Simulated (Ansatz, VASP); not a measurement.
# One calculation of Al, two programs

Contents of INCAR:

```
PREC = Accurate
ENCUT = 520
EDIFF = 1E-6
ISMEAR = 0
SIGMA = 0.15
LREAL = F
LASPH = T
NELM = 100
ALGO = Normal
ISIF = 2
LWAVE = F
LCHARG = F
GGA = PS
NBANDS = 8
```

The input KPOINTS:

```
regular mesh
0
Gamma
  20 20 20
```

Contents of POSCAR:

```
Al
1.0
   -1.6707796245      1.6707796245      1.5912186900
    1.6707796245     -1.6707796245      1.5912186900
    1.6707796245      1.6707796245     -1.5912186900
Al
1
Direct
    0.0000000000      0.0000000000      0.0000000000
```

Input for Ansatz:

```yaml
crystal:
  lattice:
    - [-1.6707796245, 1.6707796245, 1.59121869]
    - [1.6707796245, -1.6707796245, 1.59121869]
    - [1.6707796245, 1.6707796245, -1.59121869]
  atoms:
    - { symbol: Al, position: [0.0, 0.0, 0.0] }
basis:
  ecutwfc: 420
kpoints:
  mp_grid: { grid: [20, 20, 20] }
hamiltonian:
  xc: pbesol
scf:
  occupations: { method: gaussian, width: 0.15 }
output:
  forces: true
  stress: true
  eigenvalues: true
```

Change from the starting cell: strain +0.050 along x and y, +0.000 along z, atoms carried along.

Alike in both runs: task single point; functional PBEsol; k mesh 20 × 20 × 20; occupations gaussian, width 0.15 eV; no spin polarisation.

```csv
,VASP,Ansatz
version,VASP 6.6.1,Ansatz 0.2.0
potentials or method,"VASP PAW PBE potentials, release 64 (Al), cutoff 520 eV","scalar-relativistic, plane waves, PAW"
valence electrons in the cell,3,3
```

```csv
,VASP,Ansatz,Ansatz less VASP
gap on the k mesh at the Fermi level (eV),none,none,-
pressure (GPa),-4.4,-4.4,-0.04
"traceless stress, the component that is largest in VASP (GPa)",-1.08,-1.08,+0.002
```

VASP's potentials were made for PBE, not for PBEsol. A gap of «none» marks a metal or a gap that the smearing closes.
